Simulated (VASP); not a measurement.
## CaO (rock salt type): single point with r2SCAN

The system is CaO (rock salt type).

```xyz
2
Lattice="0.0000 2.4150 2.4150 2.4150 0.0000 2.4150 2.4150 2.4150 0.0000" Properties=species:S:1:pos:R:3 pbc="T T T"
Ca    0.0000    0.0000    0.0000
O     2.4150    2.4150    2.4150
```

* Program: VASP 6.6.1
* Task: single point
* Functional: r2SCAN
* Potentials or basis: VASP PAW PBE potentials, release 64 (Ca_sv, O)
* Cutoff: 520 eV
* k mesh: 6 × 6 × 6
* Occupations: fermi-dirac, width 0.02 eV
* Spin: no spin polarisation
* Dipole correction: no
* Further INCAR settings: ALGO = Normal; EDIFF = 1e-06; NBANDS = 15

```json
{
  "Pressure": "-1.5 GPa",
  "Band gap on the k mesh": "4.19 eV (least direct gap 4.57 eV)"
}
```

Levels at points of the mesh, in eV from the valence-band top:
```
           k point  band 4  band 5  band 6  band 7  band 8  band 9  band 10  band 11  band 12  band 13
(0.00, 0.00, 0.00)  -19.02  -16.45    0.00    0.00    0.00    5.31     6.82     6.82     6.82     8.39
(0.50, 0.00, 0.00)  -19.07  -15.23   -2.57   -1.17   -1.17    7.63     8.96     8.96     9.10    11.07
(0.50, 0.50, 0.00)  -19.24  -16.22   -1.30   -0.38   -0.38    4.19     8.65     9.55    10.13    10.13
```

It took 18 s on 1 thread of Intel(R) Xeon(R) 6975P-C (Granite Rapids), with other jobs on the host, peak memory 0.16 GiB.

Caveat: the PAW data sets were made with another functional, which shifts forces and pressure a little. A k mesh can miss the band edges.
